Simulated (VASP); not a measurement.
**SnSe2: single point with PBEsol**

The system is SnSe2.

```xyz
3
Lattice="3.8220 0.0000 0.0000 -1.9110 3.3100 0.0000 0.0000 0.0000 6.1474" Properties=species:S:1:pos:R:3 pbc="T T T"
Sn    0.0000    0.0000    0.0000
Se    1.9110    1.1033    4.5636
Se    0.0000    2.2066    1.5838
```

```
Program                : VASP 6.6.1
Task                   : single point
Functional             : PBEsol
Potentials or basis    : VASP PAW PBE potentials, release 64 (Sn_d, Se)
Cutoff                 : 520 eV
k mesh                 : 6 × 6 × 4
Occupations            : fermi-dirac, width 0.03 eV
Spin                   : no spin polarisation
Dipole correction      : no
Further INCAR settings : ALGO = Normal; EDIFF = 1e-06; NBANDS = 20
```

The pressure is 0.1 GPa. The largest force is 0.020 eV/Å and the band gap on the k mesh is 0.71 eV, indirect (least direct gap 0.96 eV).

Forces in eV/Å, atoms in the order of the input:
```
Sn   0.000  0.000  0.000
Se   0.000  0.000 -0.020
Se   0.000  0.000  0.020
```

Levels at points of the mesh, in eV from the valence-band top:
| k point | band 11 | band 12 | band 13 | band 14 | band 15 | band 16 |
| --- | --- | --- | --- | --- | --- | --- |
| (0.00, 0.00, 0.00) | -0.28 | -0.28 | -0.03 | 0.93 | 3.01 | 4.64 |
| (0.50, 0.00, 0.00) | -2.46 | -1.36 | -0.21 | 1.19 | 3.66 | 5.21 |
| (0.00, 0.00, 0.50) | -0.64 | -0.08 | -0.08 | 2.50 | 2.91 | 4.34 |
| (0.50, 0.00, 0.50) | -1.96 | -0.86 | -0.68 | 0.72 | 4.05 | 4.65 |

It took 18 s on 1 thread of Intel(R) Xeon(R) 6975P-C (Granite Rapids) (shared host), peak memory 0.19 GiB.

Caveat: the PAW data sets were made with another functional, which shifts forces and pressure a little; spin-orbit coupling is left out, which moves the levels of the heavy elements; this functional lacks dispersion, which binds the layers, so the pressure and a relaxed spacing across them are unreliable. A k mesh can miss the band edges.
